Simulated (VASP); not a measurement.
# MgS (Fm-3m) in VASP: a series of runs, part 2 of 2

VASP 6.6.1. Earlier steps stand in the parts before.

## (4) Relaxation of cell and atoms, LDA

Input file INCAR:

```
SYSTEM = MgS
  PREC = Accurate
  ENCUT = 600
  EDIFF = 1E-7
  ISMEAR = 0
  SIGMA = 0.02
  LREAL = .FALSE.
  LASPH = .TRUE.
  NELM = 120
  ALGO = Normal
  ISIF = 3
  LWAVE = .FALSE.
  LCHARG = .FALSE.
  IBRION = 2
  NSW = 100
  EDIFFG = -0.002
  GGA_COMPAT = .FALSE.
  NELMIN = 4
```

Input file KPOINTS:

```
regular mesh
0
G
  6 6 6
  0 0 0
```

Input file POSCAR:

```
MgS
1.0
    0.0000000000      2.6043975600      2.6043975600
    2.6043975600      0.0000000000      2.6043975600
    2.6043975600      2.6043975600      0.0000000000
Mg S
1 1
Direct
    0.0000000000      0.0000000000      0.0000000000
    0.5000000000      0.5000000000      0.5000000000
```

Potentials or basis: VASP PAW LDA potentials, release 64 (Mg, S).

The run is started by

```bash
$ cat potpaw_LDA.64/Mg/POTCAR potpaw_LDA.64/S/POTCAR > POTCAR
$ mpirun -np 1 vasp_std > vasp.out
```

OUTCAR:

```text
SYSTEM = MgS
   PREC = Accurate
   ENCUT = 600
   EDIFF = 1E-7
   ISMEAR = 0
   LREAL = .FALSE.
   LASPH = .TRUE.
   NELM = 120
   ISIF = 3
   IBRION = 2
   NSW = 100
   EDIFFG = -0.002
   NELMIN = 4

 ion  position               nearest neighbor table
   1  0.000  0.000  0.000-   2 2.60   2 2.60   2 2.60   2 2.60   2 2.60   2 2.60
   2  0.500  0.500  0.500-   1 2.60   1 2.60   1 2.60   1 2.60   1 2.60   1 2.60

  LATTYP: Found a face centered cubic cell.
 ALAT       =     5.2087951200

  Lattice vectors:

 A1 = (   0.0000000000,   2.6043975600,   2.6043975600)
 A2 = (   2.6043975600,   0.0000000000,   2.6043975600)
 A3 = (   2.6043975600,   2.6043975600,   0.0000000000)

Analysis of symmetry for initial positions (statically):
=====================================================================
 Subroutine PRICEL returns:
 Original cell was already a primitive cell.

 Routine SETGRP: Setting up the symmetry group for a
 face centered cubic supercell.

 Subroutine GETGRP returns: Found 48 space group operations
 (whereof 48 operations were pure point group operations)
 out of a pool of 48 trial point group operations.

The static configuration has the point symmetry O_h .

Analysis of symmetry for dynamics (positions and initial velocities):
=====================================================================
 Subroutine PRICEL returns:
 Original cell was already a primitive cell.

 Routine SETGRP: Setting up the symmetry group for a
 face centered cubic supercell.

 Subroutine GETGRP returns: Found 48 space group operations
 (whereof 48 operations were pure point group operations)
 out of a pool of 48 trial point group operations.

The dynamic configuration has the point symmetry O_h .

 Subroutine INISYM returns: Found 48 space group operations
 (whereof 48 operations are pure point group operations),
 and found     1 'primitive' translations

----------------------------------------------------------------------------------------
[... 89 lines left out ...]
   NFREE  =      1    steps in history (QN), initial steepest desc. (CG)
   ISIF   =      3    stress and relaxation
   ISYM   =      2    0-nonsym 1-usesym 2-fastsym
   POTIM  = 0.5000    time-step for ionic-motion
   TEBEG  =    0.0;   TEEND  =   0.0 temperature during run
   PSTRESS=    0.0 pullay stress
   NELECT =       8.0000    total number of electrons
   NUPDOWN=      -1.0000    fix difference up-down
   EMIN   =  10.00;   EMAX   =-10.00  energy-range for DOS
   EFERMI =   0.00;   METHOD = LEGACY
   ISMEAR =     0;   SIGMA  =   0.02  broadening in eV -4-tet -1-fermi 0-gaus
   EFERMI_NEDOS =   21; number of points for ismear=-14 and -15
   IALGO  =     38    algorithm
   IMIX   =      4    mixing-type and parameters
     AMIX     =   0.40;   BMIX     =  1.00
     AMIX_MAG =   1.60;   BMIX_MAG =  1.00
  volume/ion in A,a.u.               =      17.67       119.21
  Fermi-wavevector in a.u.,A,eV,Ry     =   0.997825  1.885615 13.546695  0.995654
  Thomas-Fermi vector in A             =   2.130007
   LORBIT       =      0    0 simple, 1 ext, 2 COOP (PROOUT), +10 PAW based schemes
   GGA     = CA    functional components
   LHFCALC =     F    Hartree Fock is set to
   AEXX    =    0.0000 exact exchange contribution
   IVDW    =     0    specifies the selected vdW correction
   LEPSILON=     F    determine dielectric tensor
   LRPA    =     F    only Hartree local field effects (RPA)
 conjugate gradient relaxation of ions
 non-spin polarized calculation
 Gauss-broadening in eV      SIGMA  =   0.02
  energy-cutoff  :      600.00
  volume of cell :       35.33
 maximum number of plane-waves:      1243
 NGX is ok and might be reduce to    30
   NGX = 15   NGY = 15   NGZ = 15

--------------------------------------- Ionic step        1  -------------------------------------------

 number of electron       7.9999999 magnetization

 Free energy of the ion-electron system (eV)
  ---------------------------------------------------
  ext. energy  EPLUGINS =         0.00000000
  ---------------------------------------------------
  free energy    TOTEN  =        -9.56590452 eV

  energy without entropy =       -9.56590452  energy(sigma->0) =       -9.56590452

 E-fermi :   3.6396     XC(G=0):  -9.9745

 val. band max:        3.5546285361   @ k =   0.0000   0.0000   0.0000
 cond. band min:       6.1035473788   @ k =   0.5000   0.5000   0.0000
 fundamental gap:      2.5489188428
 Fermi energy:         3.6396444704

 k-point     1 :       0.0000    0.0000    0.0000
  band No.  band energies     occupation
      1      -9.0677      2.00000
      2       3.5546      2.00000
      3       3.5546      2.00000
      4       3.5546      2.00000
      5       7.0205      0.00000
      6      11.3920      0.00000
      7      11.3920      0.00000
      8      11.3920      0.00000
[... 234 lines left out ...]
--------------------------------------- Ionic step        3  -------------------------------------------

 number of electron       8.0000001 magnetization

 Free energy of the ion-electron system (eV)
  ---------------------------------------------------
  ext. energy  EPLUGINS =         0.00000000
  ---------------------------------------------------
  free energy    TOTEN  =        -9.58952435 eV

  energy without entropy =       -9.58952435  energy(sigma->0) =       -9.58952435

 E-fermi :   4.1376     XC(G=0): -10.1919

 val. band max:        4.0394744751   @ k =   0.0000   0.0000   0.0000
 cond. band min:       6.6990952517   @ k =   0.5000   0.5000   0.0000
 fundamental gap:      2.6596207766
 Fermi energy:         4.1376477604

 k-point     1 :       0.0000    0.0000    0.0000
  band No.  band energies     occupation
      1      -8.8933      2.00000
      2       4.0395      2.00000
      3       4.0395      2.00000
      4       4.0395      2.00000
      5       7.9296      0.00000
      6      11.8382      0.00000
      7      11.8382      0.00000
      8      11.8382      0.00000
[... 192 lines left out ...]
  FREE ENERGIE OF THE ION-ELECTRON SYSTEM (eV)
  ---------------------------------------------------
  free  energy   TOTEN  =        -9.5895243502 eV

  energy  without entropy=       -9.5895243502  energy(sigma->0) =       -9.58952435

 reached required accuracy - stopping structural energy minimisation
```

OSZICAR:

```text
N       E                     dE             d eps       ncg     rms          rms(c)
DAV:   1     0.223333644828E+02    0.22333E+02   -0.40888E+03   272   0.917E+02
DAV:   2    -0.891940349294E+01   -0.31253E+02   -0.29201E+02   328   0.106E+02
DAV:   3    -0.100005589470E+02   -0.10812E+01   -0.10812E+01   312   0.270E+01
[... 23 lines left out ...]
DAV:   3    -0.958954818028E+01    0.38657E-03   -0.20701E-03   280   0.260E-01    0.103E-01
DAV:   4    -0.958953942512E+01    0.87552E-05   -0.15735E-05   272   0.352E-02    0.883E-02
DAV:   5    -0.958952461905E+01    0.14806E-04   -0.85999E-06   272   0.207E-02    0.114E-02
DAV:   6    -0.958952436245E+01    0.25659E-06   -0.14500E-07   296   0.320E-03    0.532E-03
DAV:   7    -0.958952435019E+01    0.12270E-07   -0.25038E-09   128   0.469E-04
   3 F= -.95895244E+01 E0= -.95895244E+01  d E =-.236198E-01
```

CONTCAR:

```text
MgS
   1.00000000000000
    -0.0000000000000000    2.5592052110127046    2.5592052110127046
     2.5592052110127046   -0.0000000000000000    2.5592052110127046
     2.5592052110127046    2.5592052110127046    0.0000000000000000
  Mg              S
     1     1
Direct
     0.0000000000000000    0.0000000000000000    0.0000000000000000
     0.5000000000000000    0.5000000000000000    0.5000000000000000

  0.00000000E+00  0.00000000E+00  0.00000000E+00
  0.00000000E+00  0.00000000E+00  0.00000000E+00
```

Wall time 11 s (1 thread of Intel Xeon Platinum 8488C (Sapphire Rapids), shared host); peak memory 0.15 GiB.

Results:

| Item | Value |
| --- | --- |
| Free energy | -9.5895 eV |
| Relaxed volume | 16.76 Å³/atom |
| Relaxed cell | a = 3.619 Å, b = 3.619 Å, c = 3.619 Å, α = 60.00°, β = 60.00°, γ = 60.00° |
| Space group after relaxing (to 0.1 Å) | Fm-3m (No. 225) |
| Energy gained by relaxing | 11.8 meV/atom |
| Ionic steps | 3 |
| Pressure after relaxing | 0.0 GPa |
| Band gap on the k mesh | 2.66 eV (least direct gap 3.89 eV) |

The path:
```tsv
step	energy change (eV)	largest force (eV/Å)	pressure (GPa)	volume (Å³)
1	0.0000	0.0000	-4.01	35.33
2	-0.0223	0.0000	1.07	33.12
3	-0.0236	0.0000	0.00	33.52
```

Final structure:
```xyz
2
Lattice="0.0000 2.5592 2.5592 2.5592 0.0000 2.5592 2.5592 2.5592 0.0000" Properties=species:S:1:pos:R:3 pbc="T T T"
Mg    0.0000    0.0000    0.0000
S     2.5592    2.5592    2.5592
```

Levels at points of the mesh, in eV from the valence-band top:
| k point | band 1 | band 2 | band 3 | band 4 | band 5 | band 6 | band 7 | band 8 |
| --- | --- | --- | --- | --- | --- | --- | --- | --- |
| (0.00, 0.00, 0.00) | -12.93 | 0.00 | 0.00 | 0.00 | 3.89 | 7.80 | 7.80 | 7.80 |
| (0.50, 0.00, 0.00) | -11.47 | -5.18 | -0.65 | -0.65 | 4.45 | 6.80 | 6.80 | 10.37 |
| (0.50, 0.50, 0.00) | -11.05 | -4.52 | -1.82 | -1.82 | 2.66 | 4.09 | 12.28 | 12.89 |

## (5) Overview

```tsv
task	cell	smearing	gap on the mesh (eV)	pressure (GPa)
single point	a = 3.683 Å, angles 60.0°, 2 atoms	gaussian 0.1 eV	2.55	-4.0
single point	a = 3.628 Å, angles 60.0°, 2 atoms	gaussian 0.02 eV	2.64	-0.6
relaxation of cell and atoms	relaxed from a = 3.683 Å, angles 60.0°, 2 atoms	gaussian 0.02 eV	2.66	0.0
```

Alike in all rows: level LDA; potentials or basis VASP PAW LDA potentials, release 64 (Mg, S); no spin polarisation; k mesh 6 × 6 × 6; cutoff (eV) 600.

Caveats: the cell stands under tension (at least some runs).

Total energies depend on the potentials used, so only differences within one code and one set of settings carry meaning.
